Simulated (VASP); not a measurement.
# HRh12 in VASP: single point with PBE

Aim: the single point of HRh12 with PBE.

All numbers are computed with VASP 6.6.1; they aren't measurements. Logs are shortened: lines on timing, memory, paths and dates and some standing lists are left out, and cuts for length are marked.

## Step 1: The cell of the first run

The cell holds a slab with vacuum, 13 atoms: a = 5.417 Å, b = 5.417 Å, c = 19.174 Å, α = 90.00°, β = 90.00°, γ = 90.00°.

## Step 2: Single point, PBE

INCAR

```
PREC = Accurate
ENCUT = 520
EDIFF = 1E-6
ISMEAR = 0
SIGMA = 0.1
LREAL = F
LASPH = T
NELM = 60
ALGO = Normal
ISIF = 2
LWAVE = F
LCHARG = F
LDIPOL = T
IDIPOL = 3
DIPOL = 0.5 0.5 0.316
GGA = PE
NBANDS = 102
```

KPOINTS

```
regular mesh
0
Gamma
  5 5 1
```

POSCAR

```
HRh12
1.0
    5.4165863251      0.0000000000      0.0000000000
    0.0000000000      5.4165863251      0.0000000000
    0.0000000000      0.0000000000     19.1737394690
Rh H
12 1
Direct
    0.2500000000      0.2500000000      0.2086186686
    0.2500000000      0.7500000000      0.2086186686
    0.7500000000      0.2500000000      0.2086186686
    0.7500000000      0.7500000000      0.2086186686
    0.0000000000      0.0000000000      0.3044995961
    0.0000000000      0.5000000000      0.3044995961
    0.5000000000      0.0000000000      0.3044995961
    0.5000000000      0.5000000000      0.3044995961
    0.2500000000      0.2500000000      0.4002213278
    0.2500000000      0.7500000000      0.4002213278
    0.7500000000      0.2500000000      0.4002213278
    0.7500000000      0.7500000000      0.4002213278
    0.4166666667      0.4166666667      0.4548529802
```

Potentials or basis: VASP PAW PBE potentials, release 64 (Rh_pv, H).

Started as:

```
> cat potpaw_PBE.64/Rh_pv/POTCAR potpaw_PBE.64/H/POTCAR > POTCAR
> mpirun -np 1 vasp_std > vasp.out
```

OUTCAR:

```text
PREC = Accurate
   ENCUT = 520
   EDIFF = 1E-6
   ISMEAR = 0
   LREAL = F
   LASPH = T
   NELM = 60
   ISIF = 2
   GGA = PE

 ion  position               nearest neighbor table
   1  0.250  0.250  0.209-   5 2.65   6 2.65   7 2.65   8 2.65   2 2.71   3 2.71   2 2.71   3 2.71

   2  0.250  0.750  0.209-   5 2.65   6 2.65   7 2.65   8 2.65   1 2.71   4 2.71   1 2.71   4 2.71

   3  0.750  0.250  0.209-   5 2.65   6 2.65   7 2.65   8 2.65   1 2.71   4 2.71   4 2.71   1 2.71
[... 15 lines left out ...]
  11  0.750  0.250  0.400-   5 2.65   6 2.65   7 2.65   8 2.65   9 2.71  12 2.71  12 2.71   9 2.71

  12  0.750  0.750  0.400-   5 2.65   6 2.65   7 2.65   8 2.65  10 2.71  11 2.71  11 2.71  10 2.71

  13  0.417  0.417  0.455-   9 1.65

  LATTYP: Found a simple tetragonal cell.
 ALAT       =     5.4165863251
 C/A-ratio  =     3.5398197902

  Lattice vectors:

 A1 = (   5.4165863251,   0.0000000000,   0.0000000000)
 A2 = (   0.0000000000,   5.4165863251,   0.0000000000)
 A3 = (   0.0000000000,   0.0000000000,  19.1737394690)

Analysis of symmetry for initial positions (statically):
=====================================================================
 Subroutine PRICEL returns:
 Original cell was already a primitive cell.

 Routine SETGRP: Setting up the symmetry group for a
 simple tetragonal supercell.

 Subroutine GETGRP returns: Found  2 space group operations
 (whereof  2 operations were pure point group operations)
 out of a pool of 16 trial point group operations.

The static configuration has the point symmetry C_1h.

Analysis of symmetry for dynamics (positions and initial velocities):
=====================================================================
 Subroutine PRICEL returns:
 Original cell was already a primitive cell.

 Routine SETGRP: Setting up the symmetry group for a
 simple tetragonal supercell.

 Subroutine GETGRP returns: Found  2 space group operations
 (whereof  2 operations were pure point group operations)
 out of a pool of 16 trial point group operations.

The dynamic configuration has the point symmetry C_1h.

 Subroutine INISYM returns: Found  2 space group operations
 (whereof  2 operations are pure point group operations),
 and found     1 'primitive' translations

----------------------------------------------------------------------------------------

                                     Primitive cell

  volume of cell :     562.5462

  direct lattice vectors                    reciprocal lattice vectors
     5.416586325  0.000000000  0.000000000     0.184618123  0.000000000  0.000000000
     0.000000000  5.416586325  0.000000000     0.000000000  0.184618123  0.000000000
     0.000000000  0.000000000 19.173739469     0.000000000  0.000000000  0.052154667

  length of vectors
     5.416586325  5.416586325 19.173739469     0.184618123  0.184618123  0.052154667

  position of ions in fractional coordinates (direct lattice)
     0.250000000  0.250000000  0.208618669
     0.250000000  0.750000000  0.208618669
     0.750000000  0.250000000  0.208618669
     0.750000000  0.750000000  0.208618669
     0.000000000  0.000000000  0.304499596
     0.000000000  0.500000000  0.304499596
     0.500000000  0.000000000  0.304499596
     0.500000000  0.500000000  0.304499596
     0.250000000  0.250000000  0.400221328
     0.250000000  0.750000000  0.400221328
     0.750000000  0.250000000  0.400221328
     0.750000000  0.750000000  0.400221328
     0.416666667  0.416666667  0.454852980

  ion indices of the primitive-cell ions
   primitive index   ion index
                 1           1
                 2           2
                 3           3
                 4           4
                 5           5
                 6           6
                 7           7
                 8           8
                 9           9
                10          10
                11          11
                12          12
                13          13

----------------------------------------------------------------------------------------

 KPOINTS: regular mesh

Automatic generation of k-mesh.
 Grid dimensions read from file:
 generate k-points for:    5    5    1

 Generating k-lattice:

  Cartesian coordinates                     Fractional coordinates (reciprocal lattice)
     0.036923625  0.000000000  0.000000000     0.200000000  0.000000000  0.000000000
     0.000000000  0.036923625  0.000000000     0.000000000  0.200000000  0.000000000
     0.000000000  0.000000000  0.052154667     0.000000000  0.000000000  1.000000000

  Length of vectors
     0.036923625  0.036923625  0.052154667

  Shift w.r.t. Gamma in fractional coordinates (k-lattice)
     0.000000000  0.000000000  0.000000000

 Subroutine IBZKPT returns following result:
 ===========================================

 Found      9 irreducible k-points:

 Following reciprocal coordinates:
            Coordinates               Weight
  0.000000  0.000000  0.000000      1.000000
  0.200000  0.000000  0.000000      4.000000
  0.400000  0.000000  0.000000      4.000000
  0.200000  0.200000  0.000000      2.000000
 -0.200000  0.200000  0.000000      2.000000
  0.400000  0.200000  0.000000      4.000000
 -0.200000  0.400000  0.000000      4.000000
  0.400000  0.400000  0.000000      2.000000
 -0.400000  0.400000  0.000000      2.000000
   k-points           NKPTS =      9   k-points in BZ     NKDIM =      9   number of bands    NBANDS=    102
   number of dos      NEDOS =    301   number of ions     NIONS =     13
   total plane-waves  NPLWV = 230400
   dimension x,y,z NGX =    40 NGY =   40 NGZ =  144
   dimension x,y,z NGXF=    80 NGYF=   80 NGZF=  288
   ions per type =              12   1
   NGX,Y,Z   is equivalent  to a cutoff of  12.28, 12.28, 12.49 a.u.
   NGXF,Y,Z  is equivalent  to a cutoff of  24.55, 24.55, 24.97 a.u.
 SYSTEM =  unknown system
   PREC   = accura    normal or accurate (medium, high low for compatibility)
   ISTART =      0    job   : 0-new  1-cont  2-samecut
   ICHARG =      2    charge: 1-file 2-atom 10-const
   ISPIN  =      1    spin polarized calculation?
   LNONCOLLINEAR =      F non collinear calculations
   LSORBIT =      F    spin-orbit coupling
   LASPH  =      T    aspherical Exc in radial PAW
   ENCUT  =  520.0 eV  38.22 Ry    6.18 a.u.  10.07 10.07 35.65*2*pi/ulx,y,z
   NELM   =     60;   NELMIN=  2; NELMDL= -5     # of ELM steps
   EDIFF  = 0.1E-05   stopping-criterion for ELM
   LREAL  =      F    real-space projection
   EDIFFG = 0.1E-04   stopping-criterion for IOM
   NSW    =      0    number of steps for IOM
   IBRION =     -1    ionic relax: 0-MD 1-quasi-New 2-CG
   NFREE  =      0    steps in history (QN), initial steepest desc. (CG)
   ISIF   =      2    stress and relaxation
   ISYM   =      2    0-nonsym 1-usesym 2-fastsym
   POTIM  = 0.5000    time-step for ionic-motion
   TEBEG  =    0.0;   TEEND  =   0.0 temperature during run
   PSTRESS=    0.0 pullay stress
   NELECT =     181.0000    total number of electrons
   NUPDOWN=      -1.0000    fix difference up-down
   EMIN   =  10.00;   EMAX   =-10.00  energy-range for DOS
   EFERMI =   0.00;   METHOD = LEGACY
   ISMEAR =     0;   SIGMA  =   0.10  broadening in eV -4-tet -1-fermi 0-gaus
   EFERMI_NEDOS =   21; number of points for ismear=-14 and -15
   IALGO  =     38    algorithm
   IMIX   =      4    mixing-type and parameters
     AMIX     =   0.40;   BMIX     =  1.00
     AMIX_MAG =   1.60;   BMIX_MAG =  1.00
  volume/ion in A,a.u.               =      43.27       292.02
  Fermi-wavevector in a.u.,A,eV,Ry     =   1.121799  2.119892 17.122014  1.258433
  Thomas-Fermi vector in A             =   2.258455
   LORBIT       =      0    0 simple, 1 ext, 2 COOP (PROOUT), +10 PAW based schemes
   GGA     = PE    functional components
   LHFCALC =     F    Hartree Fock is set to
   AEXX    =    0.0000 exact exchange contribution
   IVDW    =     0    specifies the selected vdW correction
   LEPSILON=     F    determine dielectric tensor
   LRPA    =     F    only Hartree local field effects (RPA)
 non-spin polarized calculation
 Gauss-broadening in eV      SIGMA  =   0.10
  energy-cutoff  :      520.00
  volume of cell :      562.55
 maximum number of plane-waves:     15180
   NGX = 21   NGY = 21   NGZ = 71

 dipolmoment           0.000000      0.000000     -0.004068 electrons x Angstroem

 number of electron     181.0000093 magnetization

 dipolmoment           0.000000      0.000000      0.027793 electrons x Angstroem

 Free energy of the ion-electron system (eV)
  ---------------------------------------------------
  ext. energy  EPLUGINS =         0.00000000
  ---------------------------------------------------
  free energy    TOTEN  =       -82.37212268 eV

  energy without entropy =      -82.28367257  energy(sigma->0) =      -82.32789762

 E-fermi :  -0.0367     XC(G=0):  -5.1827

 val. band max:       -0.0412951427   @ k =   0.4000   0.0000   0.0000
 cond. band min:      -0.0328332189   @ k =  -0.2000   0.4000   0.0000
 fundamental gap:      0.0084619238
 Fermi energy:        -0.0367448536

 k-point     1 :       0.0000    0.0000    0.0000
  band No.  band energies     occupation
      1     -47.0594      2.00000
      2     -47.0574      2.00000
      3     -47.0062      2.00000
      4     -47.0053      2.00000
      5     -46.8805      2.00000
      6     -46.8800      2.00000
[... 934 lines left out ...]
    101       0.8353      0.00000
    102       1.4928      0.00000

------------------------ aborting loop because EDIFF is reached ----------------------------------------

 vacuum level on the upper side and lower side of the slab       (xc-potential included)        -0.003        -0.173

  FORCE on cell =-STRESS in cart. coord.  units (eV):
  Direction    XX          YY          ZZ          XY          YZ          ZX
  --------------------------------------------------------------------------------------
  -------------------------------------------------------------------------------------
  Total       -7.1628213     -7.1628213      0.5015471      0.8030374      0.7789323      0.7789322
  in kB      -20.4002994    -20.4002994      1.4284471      2.2871159      2.2184627      2.2184626
  external PRESSURE =     -13.1240505 kB  Pullay stress =       0.0000000 kB

 VOLUME and BASIS-vectors are now :
 -----------------------------------------------------------------------------
  energy-cutoff  :      520.00
  volume of cell :      562.55
      direct lattice vectors                 reciprocal lattice vectors
     5.416586325  0.000000000  0.000000000     0.184618123  0.000000000  0.000000000
     0.000000000  5.416586325  0.000000000     0.000000000  0.184618123  0.000000000
     0.000000000  0.000000000 19.173739469     0.000000000  0.000000000  0.052154667

 POSITION                                       TOTAL-FORCE (eV/Angst)
 -----------------------------------------------------------------------------------
      1.35415      1.35415      4.00000        -0.042057     -0.042057      0.026574
      1.35415      4.06244      4.00000         0.018357      0.013223      0.014813
      4.06244      1.35415      4.00000         0.013223      0.018357      0.014813
      4.06244      4.06244      4.00000        -0.101427     -0.101427     -0.072125
      0.00000      0.00000      5.83840        -0.053347     -0.053347      0.125618
      0.00000      2.70829      5.83840         0.015645      0.002558     -0.086237
      2.70829      0.00000      5.83840         0.002558      0.015645     -0.086237
      2.70829      2.70829      5.83840        -0.015510     -0.015510     -0.252888
      1.35415      1.35415      7.67374        -0.073426     -0.073426      0.021183
      1.35415      4.06244      7.67374         0.002257     -0.091875      0.160578
      4.06244      1.35415      7.67374        -0.091875      0.002257      0.160578
      4.06244      4.06244      7.67374         0.063010      0.063010     -0.039687
      2.25691      2.25691      8.72123         0.262591      0.262591      0.013016
 -----------------------------------------------------------------------------------
    total drift:                                0.000072      0.000072     -0.000225

  FREE ENERGIE OF THE ION-ELECTRON SYSTEM (eV)
  ---------------------------------------------------
  free  energy   TOTEN  =       -82.3721226751 eV

  energy  without entropy=      -82.2836725706  energy(sigma->0) =      -82.32789762

 vacuum level on the upper side and lower side of the slab         5.026         4.840
```

Wall time 24 min (1 thread of Intel Xeon Platinum 8259CL at 2.50GHz (Skylake/Cascade Lake), shared host); peak memory 0.7 GiB.

Results:

```
Free energy            : -82.3721 eV
Largest force          : 0.372 eV/Å
Band gap on the k mesh : zero (an odd number of electrons rules out a gap without spin polarisation)
```

Forces on the atoms (eV/Å):
```
Rh  -0.042 -0.042  0.027
Rh   0.018  0.013  0.015
Rh   0.013  0.018  0.015
Rh  -0.101 -0.101 -0.072
Rh  -0.053 -0.053  0.126
Rh   0.016  0.003 -0.086
Rh   0.003  0.016 -0.086
Rh  -0.016 -0.016 -0.253
Rh  -0.073 -0.073  0.021
Rh   0.002 -0.092  0.161
Rh  -0.092  0.002  0.161
Rh   0.063  0.063 -0.040
H    0.263  0.263  0.013
```

Levels at points of the mesh, in eV from the Fermi level:
| k point | band 87 | band 88 | band 89 | band 90 | band 91 | band 92 | band 93 | band 94 | band 95 | band 96 |
| --- | --- | --- | --- | --- | --- | --- | --- | --- | --- | --- |
| (0.00, 0.00, 0.00) | 0.14 | 0.19 | 0.29 | 0.33 | 0.34 | 0.53 | 0.55 | 0.63 | 0.66 | 0.67 |
